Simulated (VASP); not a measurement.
Ga2SnO2, 5 atoms in the cell. It takes space group Immm (No. 71, orthorhombic). Conventional cell: a = 2.908 Å, b = 6.666 Å, c = 8.552 Å, α = 90.00°, β = 90.00°, γ = 90.00°. Within 3.1 Å of Ga (site symmetry mm2) lie 4 O at 2.32 Å and 3 Ga at 2.64 to 2.91 Å. Sn (site symmetry mmm) has 4 O at 2.55 Å and 2 Sn at 2.91 Å and 4 Ga at 3.29 Å within 3.4 Å. Within 3.1 Å of O (site symmetry m2m) lie 4 Ga at 2.32 Å and 3 O at 2.47 to 2.91 Å and 2 Sn at 2.55 Å. The cell was built from a structure type or drawn by symmetry, and may not be a known phase.

```yaml
Program: VASP 6.6.1
Task: single point
Functional: PBE
Potentials_or_basis: VASP PAW PBE potentials, release 64 (Ga_d, Sn_d, O)
Cutoff: 520 eV
k_mesh: 6 × 6 × 6
Occupations: gaussian, width 0.1 eV
Spin: no spin polarisation
Dipole_correction: no
Further_INCAR_settings: ALGO = Normal; EDIFF = 1e-07; NBANDS = 34
```

Potentials or basis: VASP PAW PBE potentials, release 64 (Ga_d, Sn_d, O).

Launch:

```bash
$ cat potpaw_PBE.64/Ga_d/POTCAR potpaw_PBE.64/Sn_d/POTCAR potpaw_PBE.64/O/POTCAR > POTCAR
$ mpirun -np 1 vasp_std > vasp.out
```

Hardware: 1 thread of Intel(R) Xeon(R) 6975P-C (Granite Rapids) (shared host).

**Question.** How long does it take, and how much memory?

**Answer.** It took 88 s on 1 thread of Intel(R) Xeon(R) 6975P-C (Granite Rapids), on a shared host, peak memory 0.33 GiB. Counts: scf iterations 16, k points 46.
